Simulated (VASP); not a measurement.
C: single point with PBE

Crystal: C.

```
CELL_PARAMETERS angstrom
2.46448 0.00000 0.00000
-1.23224 2.13430 0.00000
0.00000 0.00000 7.48818
ATOMIC_POSITIONS crystal
C 0.00000 0.00000 0.25000
C 0.00000 0.00000 0.75000
C 0.33333 0.66667 0.25000
C 0.66667 0.33333 0.75000
```

| Item | Value |
| --- | --- |
| Program | VASP 6.6.1 |
| Task | single point |
| Functional | PBE |
| Potentials or basis | VASP PAW PBE potentials, release 64 (C) |
| Cutoff | 600 eV |
| k mesh | 15 × 15 × 5 |
| Occupations | fermi-dirac, width 0.1 eV |
| Spin | no spin polarisation |

* Pressure: 0.8 GPa
* Band gap on the k mesh: zero (band 8 reaches 3.77 eV, above the bottom of band 9 at 3.77 eV)

Stress tensor (GPa, compression positive):
```
1.00 0.00 0.00
0.00 1.00 0.00
0.00 0.00 0.53
```

Levels at points of the mesh, in eV from the Fermi level:
```
           k point  band 4  band 5  band 6  band 7  band 8  band 9  band 10  band 11  band 12  band 13
(0.00, 0.00, 0.00)   -7.05   -3.03   -3.03   -3.03   -3.03    3.56     8.28     8.32     8.32     8.34
```

Run time: 20 s on 1 thread of Intel(R) Xeon(R) 6975P-C (Granite Rapids), with other jobs on the host, peak memory 0.18 GiB.

Caveat: this functional lacks dispersion, which binds the layers, so the pressure and a relaxed spacing across them are unreliable.
